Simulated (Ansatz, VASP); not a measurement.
**HfBr in VASP and in Ansatz**

INCAR

```
SYSTEM = HfBr
  PREC = Accurate
  ENCUT = 600
  EDIFF = 1E-7
  ISMEAR = 0
  SIGMA = 0.1
  LREAL = .FALSE.
  LASPH = .TRUE.
  NELM = 80
  ALGO = Normal
  ISIF = 3
  LWAVE = .FALSE.
  LCHARG = .FALSE.
  GGA = PE
  IBRION = 2
  NSW = 100
  EDIFFG = -0.01
```

The input KPOINTS:

```
Automatic mesh
0
G
  16 16 16
  0 0 0
```

File POSCAR:

```
HfBr
1.0
    0.0000000000      3.0405826900      3.0405826900
    3.0405826900      0.0000000000      3.0405826900
    3.0405826900      3.0405826900      0.0000000000
Hf Br
1 1
Direct
    0.0000000000      0.0000000000      0.0000000000
    0.2500000000      0.2500000000      0.2500000000
```

Input for Ansatz:

```yaml
crystal:
  lattice:
    - [0.0, 3.04058269, 3.04058269]
    - [3.04058269, 0.0, 3.04058269]
    - [3.04058269, 3.04058269, 0.0]
  atoms:
    - { symbol: Hf, position: [0.0, 0.0, 0.0] }
    - { symbol: Br, position: [0.25, 0.25, 0.25] }
basis:
  ecutwfc: 420
kpoints:
  mp_grid: { grid: [16, 16, 16] }
hamiltonian:
  xc: pbe
scf:
  occupations: { method: gaussian, width: 0.1 }
output:
  forces: true
  stress: true
  eigenvalues: true
relax:
  adjacent_minimum: "off"
  f_tol: 0.01
  max_steps: 80
  cell: { stress_tol: 0.05 }
```

Change from the starting cell: species swapped into the CdS type (F-43m, No. 216).

Alike in both runs: task relaxation of cell and atoms; functional PBE; k mesh 16 × 16 × 16; occupations gaussian, width 0.1 eV; no spin polarisation.

|  | VASP | Ansatz |
| --- | --- | --- |
| version | VASP 6.6.1 | Ansatz 0.2.0 |
| potentials or method | VASP PAW PBE potentials, release 64 (Hf_pv, Br), cutoff 600 eV | scalar-relativistic, plane waves, PAW |
| valence electrons in the cell | 17 | 33 |

Ansatz gave:

| Quantity | Value |
| --- | --- |
| gap on the k mesh at the Fermi level, each at its own relaxed structure (eV) | none |
| relaxed volume (Å³/atom) | 27.62 |
| relaxed cell length with the largest relative difference (Å) | 4.275 |

**Question.** What did VASP give for the same quantities?

**Answer.** gap on the k mesh at the Fermi level, each at its own relaxed structure (eV): none; relaxed volume (Å³/atom): 27.47; relaxed cell length with the largest relative difference (Å): 4.267.

A gap of «none» marks a metal or a gap that the smearing closes. VASP's potentials hold 17 valence electrons a cell and Ansatz's 33, so a difference there can come from the potentials and not from the codes.

Neither program's run includes spin-orbit coupling.
